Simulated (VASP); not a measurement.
YbB2Ru3:

```
Yb B Ru
1.0
     5.45400    0.00000    0.00000
    -2.72700    4.72330    0.00000
     0.00000    0.00000    3.00300
Yb B Ru
1 2 3
Direct
  0.00000 0.00000 0.00000
  0.33333 0.66667 0.00000
  0.66667 0.33333 0.00000
  0.50000 0.00000 0.50000
  0.50000 0.50000 0.50000
  0.00000 0.50000 0.50000
```

* Program: VASP 6.6.1
* Task: relaxation of cell and atoms
* Functional: BLYP
* Dispersion: D3(BJ)
* Potentials or basis: VASP PAW PBE potentials, release 64 (Yb, B, Ru_pv)
* Cutoff: 600 eV
* k mesh: 5 × 5 × 7
* Occupations: methfessel-paxton, width 0.1 eV
* Spin: no spin polarisation

At the start: pressure 0.4 GPa; volume 12.89 Å³/atom.

Question: Where does the relaxation end?

Answer: Over 15 steps the energy falls by 2.2 meV/atom and the volume is 12.92 Å³/atom (+0.2 %); space group P6/mmm (No. 191, to 0.1 Å) before and after.

The path:
```tsv
step	energy change (eV)	largest force (eV/Å)	pressure (GPa)	volume (Å³)
1	0.0000	0.0000	0.43	77.36
2	-0.0129	0.0000	-0.74	77.74
3	-0.0129	0.0000	-0.62	77.74
4	-0.0125	0.0000	2.01	77.21
5	-0.0133	0.0000	-0.37	77.60
6	-0.0134	0.0000	0.20	77.54
7	-0.0134	0.0000	-0.12	77.56
8	-0.0134	0.0000	-0.32	77.55
9	-0.0134	0.0000	-0.35	77.54
10	-0.0133	0.0000	0.86	77.38
11	-0.0134	0.0000	0.15	77.47
12	-0.0134	0.0000	0.10	77.49
13	-0.0134	0.0000	0.23	77.53
14	-0.0134	0.0000	0.24	77.54
15	-0.0134	0.0000	0.04	77.54
```

Final structure:
```cif
data_structure
_symmetry_space_group_name_H-M 'P 1'
_symmetry_Int_Tables_number 1
_cell_length_a 5.4915
_cell_length_b 5.4915
_cell_length_c 2.9690
_cell_angle_alpha 90.000
_cell_angle_beta 90.000
_cell_angle_gamma 120.000
_cell_volume 77.54
loop_
_atom_site_label
_atom_site_type_symbol
_atom_site_fract_x
_atom_site_fract_y
_atom_site_fract_z
_atom_site_occupancy
Yb1 Yb 0.00000 0.00000 0.00000 1
B1 B 0.33333 0.66667 0.00000 1
B2 B 0.66667 0.33333 0.00000 1
Ru1 Ru 0.50000 0.00000 0.50000 1
Ru2 Ru 0.50000 0.50000 0.50000 1
Ru3 Ru 0.00000 0.50000 0.50000 1
```

Caveat: the dispersion term is far too large for a dense solid, which distorts pressure and volume; the PAW data sets were made with another functional, which shifts forces and pressure a little.
